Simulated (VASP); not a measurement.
Crystal: Li.

```
Li
1.0
     0.00000    2.20200    2.20200
     2.20200    0.00000    2.20200
     2.20200    2.20200    0.00000
Li
1
Direct
  0.00000 0.00000 0.00000
```

| Property | Result |
| --- | --- |
| Program | VASP 6.6.1 |
| Task | relaxation of cell and atoms |
| Functional | BLYP |
| Dispersion | D3(BJ) |
| Potentials or basis | VASP PAW PBE potentials, release 64 (Li_sv) |
| Cutoff | 600 eV |
| k mesh | 13 × 13 × 13 |
| Occupations | methfessel-paxton, width 0.1 eV |
| Spin | no spin polarisation |

At the start: pressure -3.5 GPa; volume 21.35 Å³/atom.

Q: How do energy, volume and symmetry change on relaxing?

A: Over 5 steps the energy falls by 79.3 meV/atom and the volume is 15.55 Å³/atom (-27.2 %); space group Fm-3m (No. 225, to 0.05 Å).

The path:
| step | energy change (eV) | largest force (eV/Å) | pressure (GPa) | volume (Å³) |
| --- | --- | --- | --- | --- |
| 1 | 0.0000 | 0.0000 | -3.45 | 21.35 |
| 2 | -0.0283 | 0.0000 | -3.07 | 19.96 |
| 3 | -0.0743 | 0.0000 | -1.21 | 16.74 |
| 4 | -0.0790 | 0.0000 | 0.30 | 15.29 |
| 5 | -0.0793 | 0.0000 | -0.05 | 15.55 |

Final structure:
```cif
data_structure
_symmetry_space_group_name_H-M 'P 1'
_symmetry_Int_Tables_number 1
_cell_length_a 2.8016
_cell_length_b 2.8016
_cell_length_c 2.8016
_cell_angle_alpha 60.000
_cell_angle_beta 60.000
_cell_angle_gamma 60.000
_cell_volume 15.55
loop_
_atom_site_label
_atom_site_type_symbol
_atom_site_fract_x
_atom_site_fract_y
_atom_site_fract_z
_atom_site_occupancy
Li1 Li 0.00000 0.00000 0.00000 1
```

Caveat: the cutoff is under 1.25 times the usual one of these potentials, so pressure, stress and relaxed cells hold a basis-set (Pulay) error; the volume moved by over 15 % at a fixed basis, so the end points are rough; the PAW data sets were made with another functional, which shifts forces and pressure a little; the volume moved by -27 % from the deposited cell, more than functionals usually miss; pairwise dispersion overbinds metals, which lowers pressure and volume.
